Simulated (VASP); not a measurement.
The system is Li2TaO2.

```
CELL_PARAMETERS angstrom
3.59219 0.00000 0.00000
0.00000 3.59219 0.00000
0.00000 0.00000 4.87269
ATOMIC_POSITIONS crystal
Li 0.00000 0.50000 0.50000
Li 0.50000 0.00000 0.50000
Ta 0.00000 0.00000 0.00000
O 0.50000 0.50000 0.24000
O 0.50000 0.50000 0.76000
```

| Quantity | Value |
| --- | --- |
| Program | VASP 6.6.1 |
| Task | relaxation of cell and atoms |
| Functional | PBE |
| Potentials or basis | VASP PAW PBE potentials, release 64 (Li_sv, Ta_pv, O) |
| Cutoff | 600 eV |
| k mesh | 6 × 6 × 4 |
| Occupations | gaussian, width 0.1 eV |
| Spin | no spin polarisation |

At the start: pressure -22.0 GPa; volume 12.58 Å³/atom.

Q: Where does the relaxation end?

A: Over 8 steps the energy falls by 842.1 meV/atom and the volume is 8.67 Å³/atom (-31.0 %); space group P4/mmm (No. 123, to 0.05 Å).

The path:
```
step  energy change (eV)  largest force (eV/Å)  pressure (GPa)  volume (Å³)
   1              0.0000                0.2618          -22.04        62.88
   2             -3.8620                1.1665          -13.28        47.68
   3             -4.0918                1.2736           -6.34        44.86
   4             -4.1057                1.2804           -3.52        44.01
   5             -4.1035                1.2793           -4.75        44.37
   6             -4.1996                0.0981            3.81        42.42
   7             -4.2047                0.1912            2.04        42.75
   8             -4.2104                0.0159           -0.09        43.36
```

Final structure:
```
Li Ta O
1.0
     2.91508    0.00000    0.00000
     0.00000    2.91508    0.00000
     0.00000    0.00000    5.10282
Li Ta O
2 1 2
Direct
  0.00000 0.50000 0.50000
  0.50000 0.00000 0.50000
  0.00000 0.00000 0.00000
  0.50000 0.50000 0.23060
  0.50000 0.50000 0.76940
```

Caveat: the cutoff is under 1.25 times the usual one of these potentials, so pressure, stress and relaxed cells hold a basis-set (Pulay) error; the volume moved by over 15 % at a fixed basis, so the end points are rough; an odd number of electrons without spin polarisation forces a metal; a magnetic or distorted state may lie lower.
